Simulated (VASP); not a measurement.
# Ge (Fd-3m) in VASP: further runs

The runs below take Ge through single point, with r2SCAN.

All numbers are computed with VASP 6.6.1; they aren't measurements. Logs are shortened: lines on timing, memory, paths and dates and some standing lists are left out, and cuts for length are marked.

**Experimental background.**

“Temperature-dependent photoluminescence in Ge: experiment and theory”, 2020, arxiv:2003.00143 reports, for a bulk crystal of Ge at 0 K: band gap 0.744 eV (indirect).

The results are compared with them further down.

### 1 The cell of the first run

It takes space group Fd-3m (No. 227, cubic). Conventional cell: a = 5.658 Å, b = 5.658 Å, c = 5.658 Å, α = 90.00°, β = 90.00°, γ = 90.00°. Within 3.2 Å of Ge (site symmetry -43m) lie 4 Ge at 2.45 Å.

### 2 Single point, r2SCAN

POSCAR

```
Ge
1.0
    0.0000000000      2.8287700000      2.8287700000
    2.8287700000      0.0000000000      2.8287700000
    2.8287700000      2.8287700000      0.0000000000
Ge
2
Direct
    0.5000000000      0.5000000000      0.5000000000
    0.7500000000      0.7500000000      0.7500000000
```

INCAR.step1

```
SYSTEM = Ge
PREC     = Accurate       ! precision mode
ENCUT    = 520            ! plane-wave cutoff, eV
ISMEAR   = 0              ! smearing method
SIGMA    = 0.05           ! smearing width, eV
LREAL    = .FALSE.        ! projectors in reciprocal space
LASPH    = .TRUE.         ! aspherical terms in the spheres
NELM     = 80             ! most SCF steps
NBANDS   = 21             ! bands
GGA      = PE             ! functional
ALGO     = Normal         ! electronic algorithm
EDIFF    = 1E-4           ! SCF threshold, eV
LWAVE    = .TRUE.         ! write WAVECAR
LCHARG   = .FALSE.        ! write CHGCAR
```

INCAR.step2

```
SYSTEM = Ge
PREC     = Accurate       ! precision mode
ENCUT    = 520            ! plane-wave cutoff, eV
EDIFF    = 1E-7           ! SCF threshold, eV
ISMEAR   = 0              ! smearing method
SIGMA    = 0.05           ! smearing width, eV
LREAL    = .FALSE.        ! projectors in reciprocal space
LASPH    = .TRUE.         ! aspherical terms in the spheres
NELM     = 80             ! most SCF steps
ALGO     = Normal         ! electronic algorithm
ISIF     = 2              ! what is computed and relaxed
LWAVE    = .FALSE.        ! write WAVECAR
LCHARG   = .TRUE.         ! write CHGCAR
METAGGA  = R2SCAN         ! meta-GGA
LMIXTAU  = .TRUE.       
LELF     = .TRUE.         ! ELF
LVHAR    = .TRUE.       
NBANDS   = 21             ! bands
ISTART   = 1
```

KPOINTS

```
regular mesh
0
G
  10 10 10
  0 0 0
```

Potentials or basis: VASP PAW PBE potentials, release 64 (Ge_d).

Command:

```
> cat potpaw_PBE.64/Ge_d/POTCAR > POTCAR
> cp INCAR.step1 INCAR
> mpirun -np 1 vasp_std > vasp.out
> cp INCAR.step2 INCAR
> mpirun -np 1 vasp_std > vasp.out
```

OUTCAR:

```text
SYSTEM = Ge
   PREC = Accurate
   ENCUT = 520
   EDIFF = 1E-7
   ISMEAR = 0
   LREAL = .FALSE.
   LASPH = .TRUE.
   NELM = 80
   ISIF = 2
   METAGGA = R2SCAN
   ISTART = 1

 ion  position               nearest neighbor table
   1  0.500  0.500  0.500-   2 2.45   2 2.45   2 2.45   2 2.45
   2  0.750  0.750  0.750-   1 2.45   1 2.45   1 2.45   1 2.45

  LATTYP: Found a face centered cubic cell.
 ALAT       =     5.6575400000

  Lattice vectors:

 A1 = (   0.0000000000,   2.8287700000,   2.8287700000)
 A2 = (   2.8287700000,   0.0000000000,   2.8287700000)
 A3 = (   2.8287700000,   2.8287700000,   0.0000000000)

Analysis of symmetry for initial positions (statically):
=====================================================================
 Subroutine PRICEL returns:
 Original cell was already a primitive cell.

 Routine SETGRP: Setting up the symmetry group for a
 face centered cubic supercell.

 Subroutine GETGRP returns: Found 48 space group operations
 (whereof 24 operations were pure point group operations)
 out of a pool of 48 trial point group operations.

The static configuration has the point symmetry T_d .
 The point group associated with its full space group is O_h .

Analysis of symmetry for dynamics (positions and initial velocities):
=====================================================================
 Subroutine PRICEL returns:
 Original cell was already a primitive cell.

 Routine SETGRP: Setting up the symmetry group for a
 face centered cubic supercell.

 Subroutine GETGRP returns: Found 48 space group operations
 (whereof 24 operations were pure point group operations)
 out of a pool of 48 trial point group operations.

The dynamic configuration has the point symmetry T_d .
 The point group associated with its full space group is O_h .

 Subroutine INISYM returns: Found 48 space group operations
 (whereof 24 operations are pure point group operations),
 and found     1 'primitive' translations

----------------------------------------------------------------------------------------

                                     Primitive cell

  volume of cell :      45.2713

  direct lattice vectors                    reciprocal lattice vectors
     0.000000000  2.828770000  2.828770000    -0.176755268  0.176755268  0.176755268
     2.828770000  0.000000000  2.828770000     0.176755268 -0.176755268  0.176755268
     2.828770000  2.828770000  0.000000000     0.176755268  0.176755268 -0.176755268

  length of vectors
     4.000484899  4.000484899  4.000484899     0.306149105  0.306149105  0.306149105

[... 73 lines left out ...]
   ICHARG =      0    charge: 1-file 2-atom 10-const
   ISPIN  =      1    spin polarized calculation?
   LNONCOLLINEAR =      F non collinear calculations
   LSORBIT =      F    spin-orbit coupling
   LASPH  =      T    aspherical Exc in radial PAW
   ENCUT  =  520.0 eV  38.22 Ry    6.18 a.u.   7.44  7.44  7.44*2*pi/ulx,y,z
   NELM   =     80;   NELMIN=  2; NELMDL=  0     # of ELM steps
   EDIFF  = 0.1E-06   stopping-criterion for ELM
   LREAL  =      F    real-space projection
   EDIFFG = 0.1E-05   stopping-criterion for IOM
   NSW    =      0    number of steps for IOM
   IBRION =     -1    ionic relax: 0-MD 1-quasi-New 2-CG
   NFREE  =      0    steps in history (QN), initial steepest desc. (CG)
   ISIF   =      2    stress and relaxation
   ISYM   =      2    0-nonsym 1-usesym 2-fastsym
   POTIM  = 0.5000    time-step for ionic-motion
   TEBEG  =    0.0;   TEEND  =   0.0 temperature during run
   PSTRESS=    0.0 pullay stress
   NELECT =      28.0000    total number of electrons
   NUPDOWN=      -1.0000    fix difference up-down
   EMIN   =  10.00;   EMAX   =-10.00  energy-range for DOS
   EFERMI =   0.00;   METHOD = LEGACY
   ISMEAR =     0;   SIGMA  =   0.05  broadening in eV -4-tet -1-fermi 0-gaus
   EFERMI_NEDOS =   21; number of points for ismear=-14 and -15
   IALGO  =     38    algorithm
   IMIX   =      4    mixing-type and parameters
     AMIX     =   0.40;   BMIX     =  1.00
     AMIX_MAG =   1.60;   BMIX_MAG =  1.00
  volume/ion in A,a.u.               =      22.64       152.75
  Fermi-wavevector in a.u.,A,eV,Ry     =   1.394825  2.635838 26.470653  1.945538
  Thomas-Fermi vector in A             =   2.518337
   LORBIT       =      0    0 simple, 1 ext, 2 COOP (PROOUT), +10 PAW based schemes
   METAGGA = R2SCAN    functional components
   LHFCALC =     F    Hartree Fock is set to
   AEXX    =    0.0000 exact exchange contribution
   IVDW    =     0    specifies the selected vdW correction
   LEPSILON=     F    determine dielectric tensor
   LRPA    =     F    only Hartree local field effects (RPA)
 non-spin polarized calculation
 Gauss-broadening in eV      SIGMA  =   0.05
  energy-cutoff  :      520.00
  volume of cell :       45.27
 maximum number of plane-waves:      1243
 NGX is ok and might be reduce to    30
   NGX = 15   NGY = 15   NGZ = 15

 number of electron      28.0000022 magnetization

 Free energy of the ion-electron system (eV)
  ---------------------------------------------------
  ext. energy  EPLUGINS =         0.00000000
  ---------------------------------------------------
  free energy    TOTEN  =       -27.74147371 eV

  energy without entropy =      -27.74147371  energy(sigma->0) =      -27.74147371

 E-fermi :   5.0065     XC(G=0): -10.8202

 val. band max:        4.8027436313   @ k =   0.0000   0.0000   0.0000
 cond. band min:       5.2079583431   @ k =   0.0000   0.0000   0.0000
 fundamental gap:      0.4052147118
 Fermi energy:         5.0064857755

 k-point     1 :       0.0000    0.0000    0.0000
  band No.  band energies     occupation
      1     -20.6925      2.00000
      2     -20.6925      2.00000
      3     -20.6924      2.00000
      4     -20.6530      2.00000
      5     -20.6530      2.00000
      6     -20.4354      2.00000
[... 565 lines left out ...]
     20      17.1568      0.00000
     21      17.1648      0.00000

 [... further k-points ...]
[... 5 lines left out ...]
  --------------------------------------------------------------------------------------
  -------------------------------------------------------------------------------------
  Total        0.1974521      0.1974521      0.1974521      0.0000000      0.0000000     -0.0000000
  in kB        6.9879449      6.9879449      6.9879449      0.0000000      0.0000000     -0.0000000
  external PRESSURE =       6.9879449 kB  Pullay stress =       0.0000000 kB

 VOLUME and BASIS-vectors are now :
 -----------------------------------------------------------------------------
  energy-cutoff  :      520.00
  volume of cell :       45.27
      direct lattice vectors                 reciprocal lattice vectors
     0.000000000  2.828770000  2.828770000    -0.176755268  0.176755268  0.176755268
     2.828770000  0.000000000  2.828770000     0.176755268 -0.176755268  0.176755268
     2.828770000  2.828770000  0.000000000     0.176755268  0.176755268 -0.176755268

 POSITION                                       TOTAL-FORCE (eV/Angst)
 -----------------------------------------------------------------------------------
      2.82877      2.82877      2.82877         0.000000      0.000000      0.000000
      4.24315      4.24315      4.24315         0.000000     -0.000000     -0.000000
 -----------------------------------------------------------------------------------
    total drift:                                0.000000     -0.000000     -0.000000

  FREE ENERGIE OF THE ION-ELECTRON SYSTEM (eV)
  ---------------------------------------------------
  free  energy   TOTEN  =       -27.7414737066 eV

  energy  without entropy=      -27.7414737066  energy(sigma->0) =      -27.74147371
```

Wall time 6.6 min (1 thread of AMD EPYC 7R13, shared host); peak memory 0.16 GiB.

Results:

* Free energy: -27.7415 eV
* Pressure: 0.7 GPa
* Band gap on the k mesh: 0.41 eV, direct

Levels at points of the mesh, in eV from the valence-band top:
```tsv
k point	band 12	band 13	band 14	band 15	band 16	band 17
(0.00, 0.00, 0.00)	0.00	0.00	0.00	0.41	2.71	2.71
(0.50, 0.00, 0.00)	-7.87	-1.48	-1.48	0.44	4.00	4.00
(0.50, 0.50, 0.00)	-9.22	-3.23	-3.23	0.97	0.97	10.11
```

Caveat: the PAW data sets were made with another functional, which shifts forces and pressure a little.

[end of part 1 of 2]
